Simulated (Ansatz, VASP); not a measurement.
## One calculation of SnO2, two programs

INCAR

```
ALGO = Normal
EDIFF = 1E-7
ENCUT = 520
GGA = PE
ISIF = 2
ISMEAR = 0
LASPH = T
LCHARG = T
LELF = T
LREAL = F
LVHAR = T
LWAVE = F
NBANDS = 20
NELM = 100
PREC = Accurate
SIGMA = 0.05
```

The input KPOINTS:

```
k-points
0
Gamma
  12 12 12
```

File POSCAR:

```
SnO2
1.0
    1.5898000000      0.9178714580      4.5248000000
   -1.5898000000      0.9178714580      4.5248000000
    0.0000000000     -1.8357429159      4.5248000000
Sn O
1 2
Direct
    0.5000000000      0.5000000000      0.5000000000
    0.2348826742      0.2348826742      0.2348826742
    0.7651173258      0.7651173258      0.7651173258
```

Input for Ansatz:

```yaml
crystal:
  lattice:
    - [1.5898, 0.917871458, 4.5248]
    - [-1.5898, 0.917871458, 4.5248]
    - [0.0, -1.8357429159, 4.5248]
  atoms:
    - { symbol: Sn, position: [0.5, 0.5, 0.5] }
    - { symbol: O, position: [0.2348826742, 0.2348826742, 0.2348826742] }
    - { symbol: O, position: [0.7651173258, 0.7651173258, 0.7651173258] }
basis:
  ecutwfc: 520.0
kpoints:
  mp_grid: { grid: [12, 12, 12] }
hamiltonian:
  xc: pbe
  pseudopotentials: { kind: paw, azcp: { folder: soft_1 } }
scf:
  occupations: { method: gaussian, width: 0.05 }
output:
  forces: true
  stress: true
  eigenvalues: true
```

Alike in both runs: task single point; functional PBE; k mesh 12 × 12 × 12; occupations gaussian, width 0.05 eV; no spin polarisation.

```csv
,VASP,Ansatz
version,VASP 6.6.1,Ansatz 0.2.0
potentials or method,"VASP PAW PBE potentials, release 64 (Sn_d, O), cutoff 520 eV","scalar-relativistic, plane waves, PAW"
valence electrons in the cell,26,26
```

|  | VASP | Ansatz | Ansatz less VASP |
| --- | --- | --- | --- |
| gap on the k mesh at the Fermi level (eV) | 2.37 | 2.39 | +0.018 |
| least direct gap on the mesh (eV) | 2.63 | 2.64 | +0.010 |
| pressure (GPa) | 16.5 | 15.7 | -0.81 |
| traceless stress, the component that is largest in VASP (GPa) | -4.13 | -3.58 | +0.554 |
| rms of the force components (eV/Å) | 0.747 | 0.715 | -0.0321 |

Atom by atom the forces differ by 0.032 eV/Å (rms over components).
